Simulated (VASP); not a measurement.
# Bi (I4/mmm) in VASP: further runs

Runs on Bi. Level: PBEsol+D3(BJ). Tasks: single point.

All numbers are computed with VASP 6.6.1; they aren't measurements. Logs are shortened: lines on timing, memory, paths and dates and some standing lists are left out, and cuts for length are marked.

### 1 The cell of the first run

It takes space group I4/mmm (No. 139, tetragonal). Conventional cell: a = 3.803 Å, b = 3.803 Å, c = 3.937 Å, α = 90.00°, β = 90.00°, γ = 90.00°. Bi (site symmetry 4/mmm) has 14 Bi at 3.33 to 3.94 Å within 4.4 Å.

### 2 Single point, PBEsol+D3(BJ)

INCAR reads:

```
PREC     = Accurate       # precision mode
ENCUT    = 520            # plane-wave cutoff, eV
EDIFF    = 1E-7           # SCF threshold, eV
ISMEAR   = 0              # smearing method
SIGMA    = 0.15           # smearing width, eV
LREAL    = F              # projectors in reciprocal space
LASPH    = T              # aspherical terms in the spheres
NELM     = 80             # most SCF steps
ALGO     = Fast           # electronic algorithm
ISIF     = 2              # what is computed and relaxed
LWAVE    = F              # write WAVECAR
LCHARG   = F              # write CHGCAR
GGA      = PS             # functional
IVDW     = 12             # dispersion correction
NBANDS   = 14             # bands
```

KPOINTS reads:

```
Automatic mesh
0
Gamma
  16 16 16
```

POSCAR reads:

```
Bi
1.0
   -1.9014553936      1.9014553936      1.9686945963
    1.9014553936     -1.9014553936      1.9686945963
    1.9014553936      1.9014553936     -1.9686945963
Bi
1
Direct
    0.0000000000      0.0000000000      0.0000000000
```

Potentials or basis: VASP PAW PBE potentials, release 64 (Bi_d).

On the command line:

```bash
$ cat potpaw_PBE.64/Bi_d/POTCAR > POTCAR
$ mpirun -np 1 vasp_std > vasp.out
```

OUTCAR:

```text
PREC = Accurate
   ENCUT = 520
   EDIFF = 1E-7
   ISMEAR = 0
   LREAL = F
   LASPH = T
   NELM = 80
   ISIF = 2
   GGA = PS
   IVDW = 12
 IVDW          = 12

 ion  position               nearest neighbor table
   1  0.000  0.000  0.000-

  LATTYP: Found a body centered tetragonal cell.
 ALAT       =     3.8029107872
 C/A-ratio  =     1.0353619669

  Lattice vectors:

 A1 = (  -1.9014553936,   1.9014553936,   1.9686945963)
 A2 = (   1.9014553936,  -1.9014553936,   1.9686945963)
 A3 = (   1.9014553936,   1.9014553936,  -1.9686945963)

Analysis of symmetry for initial positions (statically):
=====================================================================
 Subroutine PRICEL returns:
 Original cell was already a primitive cell.

 Routine SETGRP: Setting up the symmetry group for a
 body centered tetragonal supercell.

 Subroutine GETGRP returns: Found 16 space group operations
 (whereof 16 operations were pure point group operations)
 out of a pool of 16 trial point group operations.

The static configuration has the point symmetry D_4h.

Analysis of symmetry for dynamics (positions and initial velocities):
=====================================================================
 Subroutine PRICEL returns:
 Original cell was already a primitive cell.

 Routine SETGRP: Setting up the symmetry group for a
 body centered tetragonal supercell.

 Subroutine GETGRP returns: Found 16 space group operations
 (whereof 16 operations were pure point group operations)
 out of a pool of 16 trial point group operations.

The dynamic configuration has the point symmetry D_4h.

 Subroutine INISYM returns: Found 16 space group operations
 (whereof 16 operations are pure point group operations),
 and found     1 'primitive' translations

----------------------------------------------------------------------------------------

                                     Primitive cell

  volume of cell :      28.4715

  direct lattice vectors                    reciprocal lattice vectors
    -1.901455394  1.901455394  1.968694596     0.000000000  0.262956471  0.253975401
     1.901455394 -1.901455394  1.968694596     0.262956471  0.000000000  0.253975401
     1.901455394  1.901455394 -1.968694596     0.262956471  0.262956471  0.000000000

  length of vectors
     3.332690151  3.332690151  3.332690151     0.365581195  0.365581195  0.371876608

  position of ions in fractional coordinates (direct lattice)
     0.000000000  0.000000000  0.000000000

  ion indices of the primitive-cell ions
   primitive index   ion index
                 1           1

----------------------------------------------------------------------------------------

 KPOINTS: Automatic mesh

Automatic generation of k-mesh.
 Grid dimensions read from file:
 generate k-points for:   16   16   16

 Generating k-lattice:

  Cartesian coordinates                     Fractional coordinates (reciprocal lattice)
     0.000000000  0.016434779  0.015873463     0.062500000  0.000000000 -0.000000000
     0.016434779  0.000000000  0.015873463     0.000000000  0.062500000 -0.000000000
     0.016434779  0.016434779  0.000000000     0.000000000  0.000000000  0.062500000

  Length of vectors
     0.022848825  0.022848825  0.023242288

  Shift w.r.t. Gamma in fractional coordinates (k-lattice)
     0.000000000  0.000000000  0.000000000

 Subroutine IBZKPT returns following result:
 ===========================================

 Found    349 irreducible k-points:

 Following reciprocal coordinates:
            Coordinates               Weight
  0.000000  0.000000  0.000000      1.000000
  0.062500 -0.000000  0.000000      8.000000
  0.125000 -0.000000  0.000000      8.000000
  0.187500  0.000000  0.000000      8.000000
  0.250000 -0.000000  0.000000      8.000000
  0.312500  0.000000  0.000000      8.000000
[... 16 lines left out ...]
 -0.125000  0.062500 -0.000000     16.000000
 -0.062500  0.062500  0.000000      4.000000
 [... further k-points ...]
   k-points           NKPTS =    349   k-points in BZ     NKDIM =    349   number of bands    NBANDS=     14
   number of dos      NEDOS =    301   number of ions     NIONS =      1
   total plane-waves  NPLWV =  21952
   dimension x,y,z NGX =    28 NGY =   28 NGZ =   28
   dimension x,y,z NGXF=    56 NGYF=   56 NGZF=   56
   ions per type =               1
   NGX,Y,Z   is equivalent  to a cutoff of  13.97, 13.97, 13.97 a.u.
   NGXF,Y,Z  is equivalent  to a cutoff of  27.93, 27.93, 27.93 a.u.
 SYSTEM =  unknown system
   PREC   = accura    normal or accurate (medium, high low for compatibility)
   ISTART =      0    job   : 0-new  1-cont  2-samecut
   ICHARG =      2    charge: 1-file 2-atom 10-const
   ISPIN  =      1    spin polarized calculation?
   LNONCOLLINEAR =      F non collinear calculations
   LSORBIT =      F    spin-orbit coupling
   LASPH  =      T    aspherical Exc in radial PAW
   ENCUT  =  520.0 eV  38.22 Ry    6.18 a.u.   6.20  6.20  6.20*2*pi/ulx,y,z
   NELM   =     80;   NELMIN=  2; NELMDL= -5     # of ELM steps
   EDIFF  = 0.1E-06   stopping-criterion for ELM
   LREAL  =      F    real-space projection
   EDIFFG = 0.1E-05   stopping-criterion for IOM
   NSW    =      0    number of steps for IOM
   IBRION =     -1    ionic relax: 0-MD 1-quasi-New 2-CG
   NFREE  =      0    steps in history (QN), initial steepest desc. (CG)
   ISIF   =      2    stress and relaxation
   ISYM   =      2    0-nonsym 1-usesym 2-fastsym
   POTIM  = 0.5000    time-step for ionic-motion
   TEBEG  =    0.0;   TEEND  =   0.0 temperature during run
   PSTRESS=    0.0 pullay stress
   NELECT =      15.0000    total number of electrons
   NUPDOWN=      -1.0000    fix difference up-down
   EMIN   =  10.00;   EMAX   =-10.00  energy-range for DOS
   EFERMI =   0.00;   METHOD = LEGACY
   ISMEAR =     0;   SIGMA  =   0.15  broadening in eV -4-tet -1-fermi 0-gaus
   EFERMI_NEDOS =   21; number of points for ismear=-14 and -15
   IALGO  =     68    algorithm
   IMIX   =      4    mixing-type and parameters
     AMIX     =   0.40;   BMIX     =  1.00
     AMIX_MAG =   1.60;   BMIX_MAG =  1.00
  volume/ion in A,a.u.               =      28.47       192.14
  Fermi-wavevector in a.u.,A,eV,Ry     =   1.322214  2.498622 23.786379  1.748250
  Thomas-Fermi vector in A             =   2.451911
   LORBIT       =      0    0 simple, 1 ext, 2 COOP (PROOUT), +10 PAW based schemes
   GGA     = PS    functional components
   LHFCALC =     F    Hartree Fock is set to
   AEXX    =    0.0000 exact exchange contribution
   IVDW    =    12    specifies the selected vdW correction
   LEPSILON=     F    determine dielectric tensor
   LRPA    =     F    only Hartree local field effects (RPA)
 non-spin polarized calculation
 RMM-DIIS sequential band-by-band and
 Gauss-broadening in eV      SIGMA  =   0.15
  energy-cutoff  :      520.00
  volume of cell :       28.47
 maximum number of plane-waves:       778
 NGX is ok and might be reduce to    28
   NGX = 13   NGY = 13   NGZ = 13

 number of electron      15.0000003 magnetization

 Free energy of the ion-electron system (eV)
  ---------------------------------------------------
  ext. energy  EPLUGINS =         0.00000000
  ---------------------------------------------------
  free energy    TOTEN  =        -4.20477585 eV

  energy without entropy =       -4.19764296  energy(sigma->0) =       -4.20120940

 E-fermi :   8.8889     XC(G=0): -10.8705

 val. band max:        8.8720066321   @ k =   0.2500   0.2500   0.1250
 cond. band min:       8.8932095853   @ k =  -0.2500   0.3750   0.1250
 fundamental gap:      0.0212029532
 Fermi energy:         8.8889272991

 k-point     1 :       0.0000    0.0000    0.0000
  band No.  band energies     occupation
      1     -14.1352      2.00000
      2     -14.1352      2.00000
      3     -14.1214      2.00000
      4     -13.9672      2.00000
      5     -13.9502      2.00000
      6      -5.2881      2.00000
      7      14.5816      0.00000
      8      14.7339      0.00000
      9      14.7339      0.00000
     10      19.1127      0.00000
     11      19.1954      0.00000
     12      19.5620      0.00000
     13      19.5620      0.00000
     14      20.9721      0.00000

 k-point     2 :       0.0625   -0.0000    0.0000
  band No.  band energies     occupation
      1     -14.1332      2.00000
      2     -14.1316      2.00000
      3     -14.1152      2.00000
      4     -13.9689      2.00000
      5     -13.9515      2.00000
      6      -5.2096      2.00000
      7      13.7772      0.00000
      8      14.4789      0.00000
      9      14.5910      0.00000
     10      18.6080      0.00000
     11      19.2428      0.00000
     12      19.2923      0.00000
     13      19.7947      0.00000
     14      21.3546      0.00000

 k-point     3 :       0.1250   -0.0000    0.0000
  band No.  band energies     occupation
      1     -14.1368      2.00000
      2     -14.1221      2.00000
      3     -14.0879      2.00000
      4     -13.9740      2.00000
      5     -13.9546      2.00000
      6      -4.9749      2.00000
      7      12.0024      0.00000
      8      13.8522      0.00000
      9      14.3787      0.00000
     10      17.7435      0.00000
     11      18.6803      0.00000
     12      19.1003      0.00000
     13      20.6163      0.00000
     14      22.2639      0.00000
[... 324 lines left out ...]
 k-point    23 :      -0.1250    0.0625   -0.0000
  band No.  band energies     occupation
      1     -14.1366      2.00000
      2     -14.1234      2.00000
      3     -14.0984      2.00000
      4     -13.9691      2.00000
      5     -13.9554      2.00000
      6      -5.0473      2.00000
      7      12.6256      0.00000
      8      14.0003      0.00000
      9      14.2510      0.00000
     10      18.3038      0.00000
     11      18.3573      0.00000
     12      19.3913      0.00000
     13      20.3494      0.00000
     14      21.5845      0.00000

 k-point    24 :      -0.0625    0.0625    0.0000
  band No.  band energies     occupation
      1     -14.1375      2.00000
      2     -14.1244      2.00000
      3     -14.1185      2.00000
      4     -13.9670      2.00000
      5     -13.9526      2.00000
      6      -5.2067      2.00000
      7      13.9072      0.00000
      8      14.3023      0.00000
      9      14.6118      0.00000
     10      18.7658      0.00000
     11      18.7833      0.00000
     12      19.4717      0.00000
     13      19.8539      0.00000
     14      21.3390      0.00000

 [... further k-points ...]

------------------------ aborting loop because EDIFF is reached ----------------------------------------

 Edisp (eV)   -0.57463

 E8    (eV) :    -0.4113

  FORCE on cell =-STRESS in cart. coord.  units (eV):
  Direction    XX          YY          ZZ          XY          YZ          ZX
  --------------------------------------------------------------------------------------
  -------------------------------------------------------------------------------------
  Total       0.04463     0.04463    -0.06873     0.00000     0.00000     0.00000
  in kB       2.51135     2.51135    -3.86758     0.00000     0.00000     0.00000
  external pressure =        0.39 kB  Pullay stress =        0.00 kB

 VOLUME and BASIS-vectors are now :
 -----------------------------------------------------------------------------
  energy-cutoff  :      520.00
  volume of cell :       28.47
      direct lattice vectors                 reciprocal lattice vectors
    -1.901455394  1.901455394  1.968694596     0.000000000  0.262956471  0.253975401
     1.901455394 -1.901455394  1.968694596     0.262956471  0.000000000  0.253975401
     1.901455394  1.901455394 -1.968694596     0.262956471  0.262956471  0.000000000

 POSITION                                       TOTAL-FORCE (eV/Angst)
 -----------------------------------------------------------------------------------
      0.00000      0.00000      0.00000         0.000000     -0.000000      0.000000
 -----------------------------------------------------------------------------------
    total drift:                               -0.000000     -0.000000     -0.000000

  FREE ENERGIE OF THE ION-ELECTRON SYSTEM (eV)
  ---------------------------------------------------
  free  energy   TOTEN  =        -4.7794087363 eV

  energy  without entropy=       -4.7722758432  energy(sigma->0) =       -4.77584229
```

It took 3.3 min on 1 thread of Intel Xeon 8259CL, shared host; peak memory 0.26 GiB.

Results:

| Property | Result |
| --- | --- |
| Free energy | -4.7794 eV |
| Pressure | 0.0 GPa |
| Band gap on the k mesh | zero (an odd number of electrons rules out a gap without spin polarisation) |
| Dispersion energy per atom | -0.575 eV |

Caveat: the cell differs from its parent crystal (strain +e along x and -e along y +0.0000, strain +e along z and -e/2 along x and y +0.0233); the PAW data sets were made with another functional, which shifts forces and pressure a little; spin-orbit coupling is left out, which moves the levels of the heavy elements.

### 3 Single point, PBEsol+D3(BJ)

INCAR reads:

```
SYSTEM = Bi
ALGO = Normal
EDIFF = 1E-7
ENCUT = 520
GGA = PS
ISIF = 2
ISMEAR = 0
IVDW = 12
LASPH = .True.
LCHARG = .False.
LREAL = .False.
LWAVE = .False.
NBANDS = 14
NELM = 100
PREC = Accurate
SIGMA = 0.15
```

KPOINTS reads:

```
k-points
0
Gamma
  16 16 16
  0 0 0
```

POSCAR reads:

```
Bi
1.0
   -1.9462815288      1.9462815288      1.8790423261
    1.9462815288     -1.9462815288      1.8790423261
    1.9462815288      1.9462815288     -1.8790423261
Bi
1
Direct
    0.0000000000      0.0000000000      0.0000000000
```

Potentials or basis: VASP PAW PBE potentials, release 64 (Bi_d).

On the command line:

```bash
$ cat potpaw_PBE.64/Bi_d/POTCAR > POTCAR
$ mpirun -np 1 vasp_std > vasp.out
```

Run time: 2.2 min. Hardware: 1 thread of Intel Xeon 8259CL, shared host; peak memory 0.26 GiB.

The run converged. Its results:

| Property | Result |
| --- | --- |
| Free energy | -4.7792 eV |
| Pressure | 0.0 GPa |
| Band gap on the k mesh | zero (an odd number of electrons rules out a gap without spin polarisation) |
| Dispersion energy per atom | -0.575 eV |

Stress tensor (GPa, compression positive):
```
-0.26  0.00  0.00
 0.00 -0.26  0.00
 0.00  0.00  0.63
```

Levels at points of the mesh, in eV from the Fermi level:
| k point | band 3 | band 4 | band 5 | band 6 | band 7 | band 8 | band 9 | band 10 | band 11 | band 12 |
| --- | --- | --- | --- | --- | --- | --- | --- | --- | --- | --- |
| (0.00, 0.00, 0.00) | -23.02 | -22.86 | -22.84 | -14.18 | 5.72 | 5.72 | 5.94 | 10.30 | 10.38 | 10.38 |
| (0.50, 0.00, 0.00) | -22.86 | -22.85 | -22.74 | -10.54 | -5.59 | 1.63 | 3.51 | 6.15 | 7.64 | 12.98 |
| (0.50, 0.50, 0.00) | -22.87 | -22.86 | -22.74 | -10.71 | -5.67 | 2.04 | 4.09 | 6.64 | 8.21 | 12.35 |
| (0.50, 0.50, 0.50) | -22.77 | -22.77 | -22.76 | -8.08 | -2.20 | -2.20 | -1.58 | 3.29 | 3.64 | 15.66 |

Caveat: the cell differs from its parent crystal (strain +e along x and -e along y +0.0000, strain +e along z and -e/2 along x and y -0.0233); the PAW data sets were made with another functional, which shifts forces and pressure a little; spin-orbit coupling is left out, which moves the levels of the heavy elements.

The gap in the log of VASP goes by the Fermi energy; the results here count the filled bands.